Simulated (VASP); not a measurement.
# SiC (Moissanite 6H) (P6_3mc) in VASP: settings compared, part 3 of 3

VASP 6.6.1. The steps go on from the part before.

## Step 5: Single point, LDA

Contents of INCAR:

```
SYSTEM = SiC
PREC     = Accurate       ! precision mode
ENCUT    = 520            ! plane-wave cutoff, eV
EDIFF    = 1E-6           ! SCF threshold, eV
ISMEAR   = -1             ! smearing method
SIGMA    = 0.05           ! smearing width, eV
LREAL    = .False.        ! projectors in reciprocal space
LASPH    = .True.         ! aspherical terms in the spheres
NELM     = 60             ! most SCF steps
ALGO     = Normal         ! electronic algorithm
ISIF     = 2              ! what is computed and relaxed
LWAVE    = .False.        ! write WAVECAR
LCHARG   = .False.        ! write CHGCAR
NBANDS   = 36             ! bands
```

Contents of KPOINTS:

```
Automatic mesh
0
Gamma
  10 10 2
  0 0 0
```

Contents of POSCAR:

```
SiC
1.0
    3.0950000000      0.0000000000      0.0000000000
   -1.5475000000      2.6803486247      0.0000000000
    0.0000000000      0.0000000000     15.1700000000
Si C
6 6
Direct
    0.6666666667      0.3333333333      0.4583000000
    0.3333333333      0.6666666667      0.9583000000
    0.6666666667      0.3333333333      0.7917000000
    0.3333333333      0.6666666667      0.2917000000
    0.0000000000      0.0000000000      0.6250000000
    0.0000000000      0.0000000000      0.1250000000
    0.6666666667      0.3333333333      0.3333000000
    0.3333333333      0.6666666667      0.8333000000
    0.6666666667      0.3333333333      0.6667000000
    0.3333333333      0.6666666667      0.1667000000
    0.0000000000      0.0000000000      0.5000000000
    0.0000000000      0.0000000000      0.0000000000
```

Potentials or basis: VASP PAW LDA potentials, release 64 (Si, C).

Launch:

```
cat potpaw_LDA.64/Si/POTCAR potpaw_LDA.64/C/POTCAR > POTCAR
mpirun -np 1 vasp_std > vasp.out
```

OUTCAR:

```text
SYSTEM = SiC
   PREC = Accurate
   ENCUT = 520
   EDIFF = 1E-6
   ISMEAR = -1
   LREAL = .False.
   LASPH = .True.
   NELM = 60
   ISIF = 2

 ion  position               nearest neighbor table
   1  0.667  0.333  0.458-  11 1.90  11 1.90  11 1.90   7 1.90   4 3.10   4 3.10   4 3.10   5 3.10
                             5 3.10   5 3.10
   2  0.333  0.667  0.958-  12 1.90  12 1.90  12 1.90   8 1.90   3 3.10   3 3.10   3 3.10   6 3.10
                             6 3.10   6 3.10
   3  0.667  0.333  0.792-   8 1.90   8 1.90   8 1.90   9 1.90   2 3.10   2 3.10   2 3.10   5 3.10
                             5 3.10   5 3.10
   4  0.333  0.667  0.292-   7 1.90   7 1.90   7 1.90  10 1.90   1 3.10   1 3.10   1 3.10   6 3.10
                             6 3.10   6 3.10
   5  0.000  0.000  0.625-   9 1.90   9 1.90   9 1.90  11 1.90   3 3.10   1 3.10   3 3.10   1 3.10
                             1 3.10   3 3.10
   6  0.000  0.000  0.125-  10 1.90  10 1.90  10 1.90  12 1.90   4 3.10   2 3.10   2 3.10   4 3.10
                             4 3.10   2 3.10
   7  0.667  0.333  0.333-   4 1.90   4 1.90   4 1.90   1 1.90
   8  0.333  0.667  0.833-   3 1.90   3 1.90   3 1.90   2 1.90
   9  0.667  0.333  0.667-   5 1.90   5 1.90   5 1.90   3 1.90
  10  0.333  0.667  0.167-   6 1.90   6 1.90   6 1.90   4 1.90
  11  0.000  0.000  0.500-   1 1.90   1 1.90   1 1.90   5 1.90
  12  0.000  0.000  0.000-   2 1.90   2 1.90   2 1.90   6 1.90

  LATTYP: Found a hexagonal cell.
 ALAT       =     3.0950000000
 C/A-ratio  =     4.9014539580

  Lattice vectors:

 A1 = (   3.0950000000,   0.0000000000,   0.0000000000)
 A2 = (  -1.5475000000,   2.6803486247,   0.0000000000)
 A3 = (   0.0000000000,   0.0000000000,  15.1700000000)

Analysis of symmetry for initial positions (statically):
=====================================================================
 Subroutine PRICEL returns:
 Original cell was already a primitive cell.

 Routine SETGRP: Setting up the symmetry group for a
 hexagonal supercell.

 Subroutine GETGRP returns: Found 12 space group operations
 (whereof  6 operations were pure point group operations)
 out of a pool of 24 trial point group operations.

The static configuration has the point symmetry C_3v.
 The point group associated with its full space group is C_6v.

Analysis of symmetry for dynamics (positions and initial velocities):
=====================================================================
 Subroutine PRICEL returns:
 Original cell was already a primitive cell.

 Routine SETGRP: Setting up the symmetry group for a
 hexagonal supercell.

 Subroutine GETGRP returns: Found 12 space group operations
 (whereof  6 operations were pure point group operations)
 out of a pool of 24 trial point group operations.

The dynamic configuration has the point symmetry C_3v.
 The point group associated with its full space group is C_6v.

 Subroutine INISYM returns: Found 12 space group operations
 (whereof  6 operations are pure point group operations),
 and found     1 'primitive' translations

----------------------------------------------------------------------------------------

                                     Primitive cell

  volume of cell :     125.8455

  direct lattice vectors                    reciprocal lattice vectors
     3.095000000  0.000000000  0.000000000     0.323101777  0.186542898  0.000000000
[... 88 lines left out ...]
   k-points           NKPTS =     28   k-points in BZ     NKDIM =     28   number of bands    NBANDS=     36
   number of dos      NEDOS =    301   number of ions     NIONS =     12
   total plane-waves  NPLWV =  69120
   dimension x,y,z NGX =    24 NGY =   24 NGZ =  120
   dimension x,y,z NGXF=    48 NGYF=   48 NGZF=  240
   ions per type =               6   6
   NGX,Y,Z   is equivalent  to a cutoff of  12.89, 12.89, 13.15 a.u.
   NGXF,Y,Z  is equivalent  to a cutoff of  25.78, 25.78, 26.30 a.u.
 SYSTEM =  SiC
   PREC   = accura    normal or accurate (medium, high low for compatibility)
   ISTART =      0    job   : 0-new  1-cont  2-samecut
   ICHARG =      2    charge: 1-file 2-atom 10-const
   ISPIN  =      1    spin polarized calculation?
   LNONCOLLINEAR =      F non collinear calculations
   LSORBIT =      F    spin-orbit coupling
   LASPH  =      T    aspherical Exc in radial PAW
   ENCUT  =  520.0 eV  38.22 Ry    6.18 a.u.   5.75  5.75 28.21*2*pi/ulx,y,z
   NELM   =     60;   NELMIN=  2; NELMDL= -5     # of ELM steps
   EDIFF  = 0.1E-05   stopping-criterion for ELM
   LREAL  =      F    real-space projection
   EDIFFG = 0.1E-04   stopping-criterion for IOM
   NSW    =      0    number of steps for IOM
   IBRION =     -1    ionic relax: 0-MD 1-quasi-New 2-CG
   NFREE  =      0    steps in history (QN), initial steepest desc. (CG)
   ISIF   =      2    stress and relaxation
   ISYM   =      2    0-nonsym 1-usesym 2-fastsym
   POTIM  = 0.5000    time-step for ionic-motion
   TEBEG  =    0.0;   TEEND  =   0.0 temperature during run
   PSTRESS=    0.0 pullay stress
   NELECT =      48.0000    total number of electrons
   NUPDOWN=      -1.0000    fix difference up-down
   EMIN   =  10.00;   EMAX   =-10.00  energy-range for DOS
   EFERMI =   0.00;   METHOD = LEGACY
   ISMEAR =    -1;   SIGMA  =   0.05  broadening in eV -4-tet -1-fermi 0-gaus
   EFERMI_NEDOS =   21; number of points for ismear=-14 and -15
   IALGO  =     38    algorithm
   IMIX   =      4    mixing-type and parameters
     AMIX     =   0.40;   BMIX     =  1.00
     AMIX_MAG =   1.60;   BMIX_MAG =  1.00
  volume/ion in A,a.u.               =      10.49        70.77
  Fermi-wavevector in a.u.,A,eV,Ry     =   1.187252  2.243580 19.178312  1.409566
  Thomas-Fermi vector in A             =   2.323407
   LORBIT       =      0    0 simple, 1 ext, 2 COOP (PROOUT), +10 PAW based schemes
   GGA     = CA    functional components
   LHFCALC =     F    Hartree Fock is set to
   AEXX    =    0.0000 exact exchange contribution
   IVDW    =     0    specifies the selected vdW correction
   LEPSILON=     F    determine dielectric tensor
   LRPA    =     F    only Hartree local field effects (RPA)
 non-spin polarized calculation
  energy-cutoff  :      520.00
  volume of cell :      125.85
 maximum number of plane-waves:      3436
 NGX is ok and might be reduce to    24
   NGX = 11   NGY = 11   NGZ = 57

 number of electron      48.0000002 magnetization

 Free energy of the ion-electron system (eV)
  ---------------------------------------------------
  ext. energy  EPLUGINS =         0.00000000
  ---------------------------------------------------
  free energy    TOTEN  =       -99.78213658 eV

  energy without entropy =      -99.78213658  energy(sigma->0) =      -99.78213658

 E-fermi :   8.9307     XC(G=0): -11.4970

 val. band max:        7.9566018726   @ k =   0.0000   0.0000   0.0000
 cond. band min:       9.9233894475   @ k =   0.5000  -0.0000   0.0000
 fundamental gap:      1.9667875749
 Fermi energy:         8.9306730477

 k-point     1 :       0.0000    0.0000    0.0000
  band No.  band energies     occupation
      1      -7.3089      2.00000
      2      -6.7938      2.00000
      3      -6.7510      2.00000
      4      -5.2645      2.00000
      5      -5.2341      2.00000
      6      -3.7295      2.00000
[... 925 lines left out ...]
     35      15.3140      0.00000
     36      15.3140      0.00000

 [... further k-points ...]
[... 5 lines left out ...]
  --------------------------------------------------------------------------------------
  -------------------------------------------------------------------------------------
  Total       -5.6253593     -5.6253593     -4.9974410      0.0000000      0.0000000      0.0000000
  in kB      -71.6181888    -71.6181888    -63.6239665      0.0000000      0.0000000      0.0000000
  external PRESSURE =     -68.9534480 kB  Pullay stress =       0.0000000 kB

 VOLUME and BASIS-vectors are now :
 -----------------------------------------------------------------------------
  energy-cutoff  :      520.00
  volume of cell :      125.85
      direct lattice vectors                 reciprocal lattice vectors
     3.095000000  0.000000000  0.000000000     0.323101777  0.186542898  0.000000000
    -1.547500000  2.680348625  0.000000000     0.000000000  0.373085796  0.000000000
     0.000000000  0.000000000 15.170000000     0.000000000  0.000000000  0.065919578

 POSITION                                       TOTAL-FORCE (eV/Angst)
 -----------------------------------------------------------------------------------
      1.54750      0.89345      6.95241         0.000000      0.000000      0.049823
     -0.00000      1.78690     14.53741        -0.000000     -0.000000      0.049823
      1.54750      0.89345     12.01009        -0.000000      0.000000      0.022402
     -0.00000      1.78690      4.42509         0.000000     -0.000000      0.022402
      0.00000      0.00000      9.48125        -0.000000     -0.000000      0.049933
      0.00000      0.00000      1.89625         0.000000     -0.000000      0.049933
      1.54750      0.89345      5.05616         0.000000      0.000000     -0.011672
     -0.00000      1.78690     12.64116        -0.000000     -0.000000     -0.011672
      1.54750      0.89345     10.11384         0.000000     -0.000000      0.033345
     -0.00000      1.78690      2.52884        -0.000000      0.000000      0.033345
      0.00000      0.00000      7.58500        -0.000000     -0.000000     -0.143832
      0.00000      0.00000      0.00000         0.000000      0.000000     -0.143832
 -----------------------------------------------------------------------------------
    total drift:                                0.000000      0.000000     -0.000531

  FREE ENERGIE OF THE ION-ELECTRON SYSTEM (eV)
  ---------------------------------------------------
  free  energy   TOTEN  =       -99.7821365811 eV

  energy  without entropy=      -99.7821365808  energy(sigma->0) =      -99.78213658
```

Wall time 68 s (1 thread of AMD EPYC 9R45 (Zen 5), shared host); peak memory 0.21 GiB.

Results:

```
Free energy            : -99.7821 eV
Pressure               : -6.9 GPa
Largest force          : 0.144 eV/Å
Band gap on the k mesh : 1.97 eV, indirect (least direct gap 3.06 eV)
```

Forces in eV/Å, atoms in the order of the input:
```
Si   0.000  0.000  0.050
Si   0.000  0.000  0.050
Si   0.000  0.000  0.022
Si   0.000  0.000  0.022
Si   0.000  0.000  0.050
Si   0.000  0.000  0.050
C    0.000  0.000 -0.012
C    0.000  0.000 -0.012
C    0.000  0.000  0.033
C    0.000  0.000  0.033
C    0.000  0.000 -0.144
C    0.000  0.000 -0.144
```

A k mesh can miss the band edges.

## Step 6: Overview

| level | potentials or basis | gap on the mesh (eV) | pressure (GPa) | largest force (eV/Å) |
| --- | --- | --- | --- | --- |
| LDA | VASP PAW LDA potentials, release 64 (Si, C) | 1.97 | -6.9 | 0.14 |
| RPBE+D3(BJ) | VASP PAW PBE potentials, release 64 (Si, C) | 2.03 | -18.6 | 0.14 |
| PBE exchange alone | VASP PAW PBE potentials, release 64 (Si, C) | 2.33 | 16.8 | 0.14 |

Alike in all rows: task single point; no spin polarisation; cell as given; k mesh 10 × 10 × 2; cutoff (eV) 520; smearing fermi-dirac 0.05 eV.

Caveats: the PAW data sets were made with another functional, which shifts forces and pressure a little (some runs).

Total energies depend on the potentials used, so only differences within one code and one set of settings carry meaning.
